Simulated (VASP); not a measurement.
MnO, 4 atoms in the cell. The structure is orthorhombic, space group Cmc2_1 (No. 36). Conventional cell: a = 3.397 Å, b = 5.747 Å, c = 5.361 Å, α = 90.00°, β = 90.00°, γ = 90.00°. Mn (site symmetry m) has 4 O at 2.04 to 2.05 Å within 2.7 Å. O (site symmetry m) has 4 Mn at 2.04 to 2.05 Å within 2.7 Å. 

| Quantity | Value |
| --- | --- |
| Program | VASP 6.6.1 |
| Task | single point |
| Functional | PBEsol |
| Potentials or basis | VASP PAW PBE potentials, release 64 (Mn_pv, O) |
| Cutoff | 520 eV |
| k mesh | 9 × 9 × 5 |
| Occupations | fermi-dirac, width 0.05 eV |
| Spin | collinear spin, ferromagnetic start |
| Starting moments | [4.0, 4.0, 0.0, 0.0] μB |
| Dipole correction | no |
| Further INCAR settings | ALGO = Normal; EDIFF = 1e-07; NBANDS = 31 |

Potentials or basis: VASP PAW PBE potentials, release 64 (Mn_pv, O).

The run is started by

```console
$ cat potpaw_PBE.64/Mn_pv/POTCAR potpaw_PBE.64/O/POTCAR > POTCAR
$ mpirun -np 1 vasp_std > vasp.out
```

Hardware: 1 thread of Intel(R) Xeon(R) Platinum 8488C (Sapphire Rapids), with other jobs on the host.

**Question.** Estimate the wall time of this run.

**Answer.** Run time: 3.8 min on 1 thread of Intel(R) Xeon(R) Platinum 8488C (Sapphire Rapids), on a shared host, peak memory 0.31 GiB. Counts: scf iterations 18, k points 75.
